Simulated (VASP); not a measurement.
Wanted: the native input for a VASP 6.6.1 run.

```
Task                   : single point
Functional             : PBEsol
Potentials or basis    : VASP PAW PBE potentials, release 64 (Hf_pv, S)
Cutoff                 : 520 eV
k mesh                 : 12 × 12 × 4
Occupations            : gaussian, width 0.1 eV
Spin                   : no spin polarisation
Dipole correction      : no
Further INCAR settings : ALGO = Normal; EDIFF = 1e-06; NBANDS = 35
```

The structure of Hf2S lies in POSCAR:

```
Hf2S
1.0
    3.2223717206      0.0000000000      0.0000000000
   -1.6111858603      2.7906557705      0.0000000000
    0.0000000000      0.0000000000     11.4481713391
Hf S
4 2
Direct
    0.6666666667      0.3333333333      0.8995751313
    0.3333333333      0.6666666667      0.3995751313
    0.6666666667      0.3333333333      0.6004248687
    0.3333333333      0.6666666667      0.1004248687
    0.0000000000      0.0000000000      0.7500000000
    0.0000000000      0.0000000000      0.2500000000
```

These files were run (other wordings do the same):

INCAR

```
  PREC = Accurate
  ENCUT = 520
  EDIFF = 1E-6
  ISMEAR = 0
  SIGMA = 0.1
  LREAL = F
  LASPH = T
  NELM = 100
  ALGO = Normal
  ISIF = 2
  LWAVE = F
  LCHARG = T
  GGA = PS
  LELF = T
  LVHAR = T
  NBANDS = 35
```

KPOINTS

```
Automatic mesh
0
Gamma
  12 12 4
```

Potentials or basis: VASP PAW PBE potentials, release 64 (Hf_pv, S).

Run with:

```console
$ cat potpaw_PBE.64/Hf_pv/POTCAR potpaw_PBE.64/S/POTCAR > POTCAR
$ mpirun -np 1 vasp_std > vasp.out
```

Results of the run:

```yaml
Pressure: 15.5 GPa
Largest_force: 0.014 eV/Å
Band_gap_on_the_k_mesh: zero (bands 26 and 27 overlap by 1.04 eV)
```

Caveat: the cell stands under pressure; the PAW data sets were made with another functional, which shifts forces and pressure a little; spin-orbit coupling is left out, which moves the levels of the heavy elements.

It took 4.5 min on 1 thread of Intel Xeon 8259CL (shared host), peak memory 0.32 GiB.
